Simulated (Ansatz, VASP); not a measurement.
**Two plane-wave programs on MoRu2**

```
CELL_PARAMETERS angstrom
0.00000 3.77058 3.77058
3.77058 0.00000 3.77058
3.77058 3.77058 0.00000
ATOMIC_POSITIONS crystal
Mo 0.25000 0.25000 0.25000
Mo 0.00000 0.00000 0.00000
Ru 0.62500 0.62500 0.62500
Ru 0.62500 0.62500 0.12500
Ru 0.62500 0.12500 0.62500
Ru 0.12500 0.62500 0.62500
```

Alike in both runs: task relaxation of cell and atoms; functional PBE; k mesh 4 × 4 × 4; occupations gaussian, width 0.1 eV; no spin polarisation.

```csv
,VASP,Ansatz
version,VASP 6.6.1,Ansatz 0.2.0
potentials or method,"VASP PAW PBE potentials, release 64 (Mo_sv, Ru_pv), cutoff 600 eV","scalar-relativistic, plane waves, PAW"
valence electrons in the cell,84,92
```

VASP gave:

| Item | Value |
| --- | --- |
| gap on the k mesh at the Fermi level, each at its own relaxed structure (eV) | none |
| relaxed volume (Å³/atom) | 15.02 |
| relaxed cell length with the largest relative difference (Å) | 5.032 |

Q: What did Ansatz give for the same quantities?

A: gap on the k mesh at the Fermi level, each at its own relaxed structure (eV): none; relaxed volume (Å³/atom): 15.01; relaxed cell length with the largest relative difference (Å): 5.031.

A gap of «none» marks a metal or a gap that the smearing closes. VASP's potentials hold 84 valence electrons a cell and Ansatz's 92, so a difference there can come from the potentials and not from the codes.

The k mesh is coarse, so the values compare programs but aren't converged. Noted on VASP's run: the volume moved by over 15 % at a fixed basis, so the end points are rough.
